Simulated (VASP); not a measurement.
# Mg3ZrN2 (P-3m1) in VASP: further runs

The runs below take Mg3ZrN2 through single point, with PBE.

Everything below comes from runs of VASP 6.6.1. Logs are shortened: lines on timing, memory, paths and dates and some standing lists are left out, and cuts for length are marked.

**1. The cell of the first run**

It takes space group P-3m1 (No. 164, trigonal). The conventional cell has a = 3.213 Å, b = 3.213 Å, c = 10.314 Å, α = 90.00°, β = 90.00°, γ = 120.00°. Within 2.9 Å of Mg (site symmetry 3m) lie 3 N at 2.23 Å. Mg (site symmetry -3m) has 12 Mg at 3.21 to 3.22 Å within 4.2 Å. Within 3.0 Å of Zr (site symmetry -3m) lie 6 N at 2.26 Å. N (site symmetry 3m) has 3 Mg at 2.23 Å and 3 Zr at 2.26 Å within 2.9 Å.

**2. Single point, PBE**

Contents of INCAR:

```
ALGO = Normal ; EDIFF = 1E-7
ENCUT = 520 ; GGA = PE
ISIF = 2 ; ISMEAR = 0
LASPH = True ; LCHARG = False
LREAL = False ; LWAVE = False
NBANDS = 23 ; NELM = 60
PREC = Accurate ; SIGMA = 0.1
```

Contents of KPOINTS:

```
k-points
0
Gamma
  12 12 4
```

Contents of POSCAR:

```
Mg3ZrN2
1.0
    3.2132394909      0.0000000000      0.0000000000
   -1.6066197455      2.7827470276      0.0000000000
    0.0000000000      0.0000000000     10.3144531855
Mg Zr N
3 1 2
Direct
    0.6666666667      0.3333333333      0.2447247695
    0.3333333333      0.6666666667      0.7552752305
    0.0000000000      0.0000000000      0.5000000000
    0.0000000000      0.0000000000      0.0000000000
    0.3333333333      0.6666666667      0.1251294079
    0.6666666667      0.3333333333      0.8748705921
```

Potentials or basis: VASP PAW PBE potentials, release 64 (Mg, Zr_sv, N).

Started as:

```console
$ cat potpaw_PBE.64/Mg/POTCAR potpaw_PBE.64/Zr_sv/POTCAR potpaw_PBE.64/N/POTCAR > POTCAR
$ mpirun -np 1 vasp_std > vasp.out
```

OUTCAR:

```text
EDIFF = 1E-7
   ENCUT = 520
   GGA = PE
   ISIF = 2
   ISMEAR = 0
   LASPH = True
   LREAL = False
   NELM = 60
   PREC = Accurate

 ion  position               nearest neighbor table
   1  0.667  0.333  0.245-   5 2.23   5 2.23   5 2.23   4 3.13   4 3.13   4 3.13   3 3.22   3 3.22
                             3 3.22
   2  0.333  0.667  0.755-   6 2.23   6 2.23   6 2.23   4 3.13   4 3.13   4 3.13   3 3.22   3 3.22
                             3 3.22
   3  0.000  0.000  0.500-   1 3.22   2 3.22   1 3.22   2 3.22   1 3.22   2 3.22
   4  0.000  0.000  0.000-   5 2.26   6 2.26   6 2.26   5 2.26   6 2.26   5 2.26   1 3.13   2 3.13
                             2 3.13   1 3.13   1 3.13   2 3.13
   5  0.333  0.667  0.125-   1 2.23   1 2.23   1 2.23   4 2.26   4 2.26   4 2.26
   6  0.667  0.333  0.875-   2 2.23   2 2.23   2 2.23   4 2.26   4 2.26   4 2.26

  LATTYP: Found a hexagonal cell.
 ALAT       =     3.2132394909
 C/A-ratio  =     3.2099858148

  Lattice vectors:

 A1 = (   3.2132394909,   0.0000000000,   0.0000000000)
 A2 = (  -1.6066197455,   2.7827470276,   0.0000000000)
 A3 = (   0.0000000000,   0.0000000000,  10.3144531855)

Analysis of symmetry for initial positions (statically):
=====================================================================
 Subroutine PRICEL returns:
 Original cell was already a primitive cell.

 Routine SETGRP: Setting up the symmetry group for a
 hexagonal supercell.

 Subroutine GETGRP returns: Found 12 space group operations
 (whereof 12 operations were pure point group operations)
 out of a pool of 24 trial point group operations.

The static configuration has the point symmetry D_3d.

Analysis of symmetry for dynamics (positions and initial velocities):
=====================================================================
 Subroutine PRICEL returns:
 Original cell was already a primitive cell.

 Routine SETGRP: Setting up the symmetry group for a
 hexagonal supercell.

 Subroutine GETGRP returns: Found 12 space group operations
 (whereof 12 operations were pure point group operations)
 out of a pool of 24 trial point group operations.

The dynamic configuration has the point symmetry D_3d.

 Subroutine INISYM returns: Found 12 space group operations
 (whereof 12 operations are pure point group operations),
 and found     1 'primitive' translations

----------------------------------------------------------------------------------------

                                     Primitive cell

[... 102 lines left out ...]
   IBRION =     -1    ionic relax: 0-MD 1-quasi-New 2-CG
   NFREE  =      0    steps in history (QN), initial steepest desc. (CG)
   ISIF   =      2    stress and relaxation
   ISYM   =      2    0-nonsym 1-usesym 2-fastsym
   POTIM  = 0.5000    time-step for ionic-motion
   TEBEG  =    0.0;   TEEND  =   0.0 temperature during run
   PSTRESS=    0.0 pullay stress
   NELECT =      28.0000    total number of electrons
   NUPDOWN=      -1.0000    fix difference up-down
   EMIN   =  10.00;   EMAX   =-10.00  energy-range for DOS
   EFERMI =   0.00;   METHOD = LEGACY
   ISMEAR =     0;   SIGMA  =   0.10  broadening in eV -4-tet -1-fermi 0-gaus
   EFERMI_NEDOS =   21; number of points for ismear=-14 and -15
   IALGO  =     38    algorithm
   IMIX   =      4    mixing-type and parameters
     AMIX     =   0.40;   BMIX     =  1.00
     AMIX_MAG =   1.60;   BMIX_MAG =  1.00
  volume/ion in A,a.u.               =      15.37       103.73
  Fermi-wavevector in a.u.,A,eV,Ry     =   1.100288  2.079243 16.471680  1.210634
  Thomas-Fermi vector in A             =   2.236697
   LORBIT       =      0    0 simple, 1 ext, 2 COOP (PROOUT), +10 PAW based schemes
   GGA     = PE    functional components
   LHFCALC =     F    Hartree Fock is set to
   AEXX    =    0.0000 exact exchange contribution
   IVDW    =     0    specifies the selected vdW correction
   LEPSILON=     F    determine dielectric tensor
   LRPA    =     F    only Hartree local field effects (RPA)
 non-spin polarized calculation
 Gauss-broadening in eV      SIGMA  =   0.10
  energy-cutoff  :      520.00
  volume of cell :       92.23
 maximum number of plane-waves:      2520
   NGX = 11   NGY = 11   NGZ = 39

 number of electron      28.0000004 magnetization

 Free energy of the ion-electron system (eV)
  ---------------------------------------------------
  ext. energy  EPLUGINS =         0.00000000
  ---------------------------------------------------
  free energy    TOTEN  =       -34.91201997 eV

  energy without entropy =      -34.90315359  energy(sigma->0) =      -34.90758678

 E-fermi :   5.7375     XC(G=0):  -9.9881

 val. band max:        5.7055732094   @ k =   0.4167   0.0833   0.5000
 cond. band min:       5.7551485425   @ k =   0.3333   0.3333   0.5000
 fundamental gap:      0.0495753331
 Fermi energy:         5.7375467758

 k-point     1 :       0.0000    0.0000    0.0000
  band No.  band energies     occupation
      1     -43.8328      2.00000
      2     -22.0993      2.00000
      3     -21.5269      2.00000
      4     -21.5269      2.00000
      5      -9.8491      2.00000
      6      -8.5901      2.00000
[... 613 lines left out ...]
     22      12.5288      0.00000
     23      12.7762      0.00000

 [... further k-points ...]

------------------------ aborting loop because EDIFF is reached ----------------------------------------

  FORCE on cell =-STRESS in cart. coord.  units (eV):
  Direction    XX          YY          ZZ          XY          YZ          ZX
  --------------------------------------------------------------------------------------
  -------------------------------------------------------------------------------------
  Total       -0.0657243     -0.0657243     -0.1263446      0.0000000     -0.0000000     -0.0000000
  in kB       -1.1417572     -1.1417572     -2.1948468      0.0000000     -0.0000000     -0.0000000
  external PRESSURE =      -1.4927870 kB  Pullay stress =       0.0000000 kB

 VOLUME and BASIS-vectors are now :
 -----------------------------------------------------------------------------
  energy-cutoff  :      520.00
  volume of cell :       92.23
      direct lattice vectors                 reciprocal lattice vectors
     3.213239491  0.000000000  0.000000000     0.311212408  0.179678568  0.000000000
    -1.606619745  2.782747028  0.000000000     0.000000000  0.359357135  0.000000000
     0.000000000  0.000000000 10.314453185     0.000000000  0.000000000  0.096951334

 POSITION                                       TOTAL-FORCE (eV/Angst)
 -----------------------------------------------------------------------------------
      1.60662      0.92758      2.52420        -0.000000     -0.000000     -0.009616
     -0.00000      1.85516      7.79025         0.000000      0.000000      0.009616
      0.00000      0.00000      5.15723         0.000000      0.000000      0.000000
      0.00000      0.00000      0.00000         0.000000      0.000000      0.000000
     -0.00000      1.85516      1.29064         0.000000      0.000000      0.026487
      1.60662      0.92758      9.02381        -0.000000     -0.000000     -0.026487
 -----------------------------------------------------------------------------------
    total drift:                                0.000000     -0.000000      0.000000

  FREE ENERGIE OF THE ION-ELECTRON SYSTEM (eV)
  ---------------------------------------------------
  free  energy   TOTEN  =       -34.9120199674 eV

  energy  without entropy=      -34.9031535909  energy(sigma->0) =      -34.90758678
```

OSZICAR:

```text
N       E                     dE             d eps       ncg     rms          rms(c)
DAV:   1     0.179833049980E+03    0.17983E+03   -0.12988E+04  3174   0.109E+03
DAV:   2    -0.273533620673E+02   -0.20719E+03   -0.19729E+03  4217   0.261E+02
DAV:   3    -0.417503270627E+02   -0.14397E+02   -0.14257E+02  4886   0.669E+01
DAV:   4    -0.421684230268E+02   -0.41810E+00   -0.41758E+00  4461   0.923E+00
DAV:   5    -0.421738711145E+02   -0.54481E-02   -0.54475E-02  4359   0.103E+00    0.246E+01
DAV:   6    -0.350348798347E+02    0.71390E+01   -0.37254E+01  3872   0.305E+01    0.990E+00
DAV:   7    -0.349524028702E+02    0.82477E-01   -0.28028E+00  3770   0.797E+00    0.597E+00
DAV:   8    -0.349302785511E+02    0.22124E-01   -0.49616E-01  3972   0.416E+00    0.127E+00
DAV:   9    -0.349122605176E+02    0.18018E-01   -0.12647E-01  4210   0.162E+00    0.502E-01
DAV:  10    -0.349122506168E+02    0.99008E-05   -0.75725E-03  4134   0.584E-01    0.277E-01
DAV:  11    -0.349120908008E+02    0.15982E-03   -0.28707E-03  4137   0.354E-01    0.755E-02
DAV:  12    -0.349120214479E+02    0.69353E-04   -0.28030E-04  3879   0.118E-01    0.320E-02
DAV:  13    -0.349120198321E+02    0.16158E-05   -0.25472E-05  3870   0.316E-02    0.716E-03
DAV:  14    -0.349120200283E+02   -0.19617E-06   -0.11634E-06  4370   0.668E-03    0.163E-03
DAV:  15    -0.349120199674E+02    0.60925E-07   -0.96573E-08  2576   0.213E-03
   1 F= -.34912020E+02 E0= -.34907587E+02  d E =-.886638E-02
```

It took 2.8 min on 1 thread of Intel Xeon Platinum 8259CL at 2.50GHz (Skylake/Cascade Lake), shared host; peak memory 0.3 GiB.

What came out:

| Item | Value |
| --- | --- |
| Free energy | -34.9120 eV |
| Pressure | -0.1 GPa |
| Largest force | 0.026 eV/Å |
| Band gap on the k mesh | zero (band 14 reaches 6.04 eV, above the bottom of band 15 at 5.20 eV) |

Forces on the atoms (eV/Å):
```
Mg   0.000  0.000 -0.010
Mg   0.000  0.000  0.010
Mg   0.000  0.000  0.000
Zr   0.000  0.000  0.000
N    0.000  0.000  0.026
N    0.000  0.000 -0.026
```

Levels at points of the mesh, in eV from the Fermi level:
```tsv
k point	band 11	band 12	band 13	band 14	band 15	band 16	band 17	band 18
(0.00, 0.00, 0.00)	-4.27	-2.02	-2.02	-1.66	0.50	1.31	1.31	2.03
(0.50, 0.00, 0.00)	-3.49	-2.67	-1.25	-1.23	-0.54	0.55	1.60	3.91
(0.00, 0.00, 0.50)	-3.58	-2.99	-2.02	-2.02	1.31	1.31	1.78	1.90
(0.50, 0.00, 0.50)	-3.44	-2.67	-1.57	-1.15	-0.40	0.80	1.64	3.52
```

**3. Single point, PBE (volume scaled by 1.10, then relaxed in part)**

Contents of INCAR:

```
SYSTEM = Mg3ZrN2
ALGO     = Normal         ! electronic algorithm
EDIFF    = 1E-7           ! SCF threshold, eV
ENCUT    = 520            ! plane-wave cutoff, eV
GGA      = PE             ! functional
ISIF     = 2              ! what is computed and relaxed
ISMEAR   = 0              ! smearing method
LASPH    = .TRUE.         ! aspherical terms in the spheres
LCHARG   = .FALSE.        ! write CHGCAR
LREAL    = .FALSE.        ! projectors in reciprocal space
LWAVE    = .FALSE.        ! write WAVECAR
NBANDS   = 23             ! bands
NELM     = 60             ! most SCF steps
PREC     = Accurate       ! precision mode
SIGMA    = 0.1            ! smearing width, eV
```

Contents of KPOINTS:

```
k-points
0
G
  12 12 4
  0 0 0
```

Contents of POSCAR:

```
Mg3ZrN2
1.0
    3.2956756166      0.0000000000      0.0000000000
   -1.6478378083      2.8541388066      0.0000000000
    0.0000000000      0.0000000000     10.7853978079
Mg Zr N
3 1 2
Direct
    0.6666666667      0.3333333333      0.2366712868
    0.3333333333      0.6666666667      0.7633287132
    0.0000000000      0.0000000000      0.5000000000
    0.0000000000      0.0000000000      0.0000000000
    0.3333333333      0.6666666667      0.1190680178
    0.6666666667      0.3333333333      0.8809319822
```

Potentials or basis: VASP PAW PBE potentials, release 64 (Mg, Zr_sv, N).

Started as:

```console
$ cat potpaw_PBE.64/Mg/POTCAR potpaw_PBE.64/Zr_sv/POTCAR potpaw_PBE.64/N/POTCAR > POTCAR
$ mpirun -np 1 vasp_std > vasp.out
```

Run time: 5.3 min. Hardware: 1 thread of Intel Xeon Platinum 8259CL at 2.50GHz (Skylake/Cascade Lake), shared host; peak memory 0.34 GiB.

The run converged. Its results:

```
Free energy            : -34.6919 eV
Pressure               : -6.9 GPa
Largest force          : 0.032 eV/Å
Band gap on the k mesh : zero (band 14 reaches 5.46 eV, above the bottom of band 15 at 4.62 eV)
```

Forces in eV/Å, atoms in the order of the input:
```
Mg   0.000  0.000 -0.017
Mg   0.000  0.000  0.017
Mg   0.000  0.000  0.000
Zr   0.000  0.000  0.000
N    0.000  0.000  0.032
N    0.000  0.000 -0.032
```

Levels at points of the mesh, in eV from the Fermi level:
```csv
k point,band 11,band 12,band 13,band 14,band 15,band 16,band 17,band 18
"(0.00, 0.00, 0.00)",-4.29,-2.08,-2.08,-1.71,0.01,1.09,1.09,1.72
"(0.50, 0.00, 0.00)",-3.45,-2.75,-1.13,-1.09,-0.47,0.52,1.44,3.35
"(0.00, 0.00, 0.50)",-3.62,-2.92,-2.08,-2.08,1.09,1.09,1.15,1.71
"(0.50, 0.00, 0.50)",-3.42,-2.75,-1.37,-1.05,-0.37,0.79,1.50,3.06
```
